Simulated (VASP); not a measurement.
LiCl:

```xyz
4
Lattice="3.9600 -3.9600 0.0000 3.9600 3.9600 0.0000 0.0000 0.0000 5.6003" Properties=species:S:1:pos:R:3 pbc="T T T"
Li    3.9600    0.0000    0.0000
Li    0.0000    0.0000    0.0000
Cl    3.9600   -1.9800    4.2002
Cl    3.9600    1.9800    1.4001
```

This cell differs from its parent crystal: atoms taken out.

| Property | Result |
| --- | --- |
| Program | VASP 6.6.1 |
| Task | relaxation of cell and atoms |
| Functional | PBE |
| Potentials or basis | VASP PAW PBE potentials, release 64 (Li_sv, Cl) |
| Cutoff | 600 eV |
| k mesh | 4 × 4 × 4 |
| Occupations | gaussian, width 0.1 eV |
| Spin | no spin polarisation |

At the start: pressure -2.3 GPa; volume 43.91 Å³/atom.

Q: How do energy, volume and symmetry change on relaxing?

A: Over 33 steps the energy falls by 279.3 meV/atom and the volume is 28.83 Å³/atom (-34.3 %); space group Cmme (No. 67, to 0.1 Å) before, P4/mmm (No. 123, to 0.1 Å).

Step by step:
```csv
step,energy change (eV),largest force (eV/Å),pressure (GPa),volume (Å³)
1,0.0000,0.8385,-2.28,175.64
2,-0.3430,0.4423,-1.31,160.11
3,-0.4301,0.0401,-0.22,150.50
4,-0.4311,0.0262,-0.04,149.24
5,-0.4310,0.0009,-0.12,149.75
6,-0.4368,0.0082,-0.12,149.17
7,-0.4534,0.0316,-0.14,147.37
8,-0.4822,0.0707,-0.19,143.52
9,-0.5111,0.1329,-0.39,134.74
10,-0.5174,0.1724,-0.28,133.07
11,-0.5279,0.2919,0.09,128.00
12,-0.5282,0.3251,0.20,126.63
13,-0.5402,0.3300,0.18,126.01
14,-0.5762,0.3505,0.15,124.08
15,-0.6430,0.4175,0.22,119.92
16,-0.6395,0.6091,1.54,110.44
17,-0.6715,0.5420,0.77,114.78
18,-0.6693,0.5688,0.98,113.33
19,-0.6789,0.5666,0.97,113.24
20,-0.7066,0.5556,0.96,112.97
21,-0.7553,0.5282,1.01,112.38
22,-0.8077,0.4274,1.45,110.95
23,-0.9105,0.3212,1.11,112.28
24,-1.0712,0.0263,0.71,116.05
25,-1.0744,0.0922,0.74,116.70
26,-1.0970,0.0438,0.24,117.92
27,-1.1069,0.0076,-0.42,119.77
28,-1.1071,0.0026,-0.34,119.54
29,-1.1123,0.0067,-0.26,118.70
30,-1.1152,0.0118,-0.12,117.52
31,-1.1152,0.0121,-0.12,117.44
32,-1.1158,0.0116,-0.07,116.91
33,-1.1172,0.0107,0.05,115.32
```

Final structure:
```
Li Cl
1.0
     4.90817   -3.42341    0.00000
     4.90817    3.42341    0.00000
     0.00000    0.00000    3.43168
Li Cl
2 2
Direct
  0.50000 0.50000 0.00000
  0.00000 0.00000 0.00000
  0.75000 0.25000 0.50237
  0.25000 0.75000 0.49763
```

Caveat: the cell differs from its parent crystal (atoms taken out); the cutoff is under 1.25 times the usual one of these potentials, so pressure, stress and relaxed cells hold a basis-set (Pulay) error; the volume moved by over 15 % at a fixed basis, so the end points are rough.
